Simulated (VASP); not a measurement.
**CdI2: relaxation of shape and atoms at fixed volume with PBEsol**

CdI2:

```
Cd I
1.0
     4.24400    0.00000    0.00000
    -2.12200    3.67541    0.00000
     0.00000    0.00000    6.85900
Cd I
1 2
Direct
  0.00000 0.00000 0.00000
  0.33333 0.66667 0.24920
  0.66667 0.33333 0.75080
```

| Item | Value |
| --- | --- |
| Program | VASP 6.6.1 |
| Task | relaxation of shape and atoms at fixed volume |
| Functional | PBEsol |
| Potentials or basis | VASP PAW PBE potentials, release 64 (Cd, I) |
| Cutoff | 500 eV |
| k mesh | 8 × 8 × 4 |
| Occupations | fermi-dirac, width 0.03 eV |
| Spin | no spin polarisation |
| Dipole correction | no |
| Further INCAR settings | ALGO = Normal; EDIFF = 1e-07; IBRION = 2; EDIFFG = -0.01; NSW = 50; ISIF = 4 |

```
Energy gained by relaxing    : 0.6 meV/atom
Ionic steps                  : 6
Pressure after relaxing      : 0.1 GPa
Largest force after relaxing : 0.005 eV/Å
Band gap on the k mesh       : 2.30 eV (least direct gap 2.55 eV)
```

Forces on the atoms (eV/Å):
```
Cd   0.000  0.000  0.000
I    0.000  0.000  0.005
I    0.000  0.000 -0.005
```

Step by step:
```csv
step,energy change (eV),largest force (eV/Å),pressure (GPa),volume (Å³)
1,0.0000,0.0697,-0.26,106.99
2,-0.0006,0.0561,-0.20,106.99
3,-0.0015,0.0218,-0.05,106.99
4,-0.0015,0.0483,0.25,106.99
5,-0.0018,0.0131,0.10,106.99
6,-0.0019,0.0046,0.09,106.99
```

Final structure:
```yaml
crystal:
  lattice:
    - [4.22475, 0.00000, 0.00000]
    - [-2.11238, 3.65874, 0.00000]
    - [0.00000, 0.00000, 6.92164]
  atoms:
    - { symbol: Cd, position: [0.00000, 0.00000, 0.00000] }
    - { symbol: I, position: [0.33333, 0.66667, 0.24632] }
    - { symbol: I, position: [0.66667, 0.33333, 0.75368] }
```

Levels at points of the mesh, in eV from the valence-band top:
| k point | band 9 | band 10 | band 11 | band 12 | band 13 | band 14 | band 15 | band 16 | band 17 |
| --- | --- | --- | --- | --- | --- | --- | --- | --- | --- |
| (0.00, 0.00, 0.00) | -0.33 | -0.33 | -0.21 | -0.15 | -0.15 | 2.41 | 4.32 | 6.25 | 6.25 |
| (0.50, 0.00, 0.00) | -2.89 | -2.03 | -1.57 | -0.72 | -0.15 | 2.59 | 4.87 | 5.82 | 6.47 |
| (0.00, 0.00, 0.50) | -1.63 | -0.44 | -0.44 | -0.02 | -0.02 | 3.54 | 4.36 | 6.06 | 6.06 |
| (0.50, 0.00, 0.50) | -3.29 | -1.39 | -1.31 | -0.52 | -0.44 | 2.30 | 4.80 | 5.70 | 6.44 |

Run time: 3.6 min on 1 thread of Intel(R) Xeon(R) Platinum 8488C (Sapphire Rapids) (shared host), peak memory 0.25 GiB.

Caveat: the PAW data sets were made with another functional, which shifts forces and pressure a little; spin-orbit coupling is left out, which moves the levels of the heavy elements; this functional lacks dispersion, which binds the layers, so the pressure and a relaxed spacing across them are unreliable. A k mesh can miss the band edges.
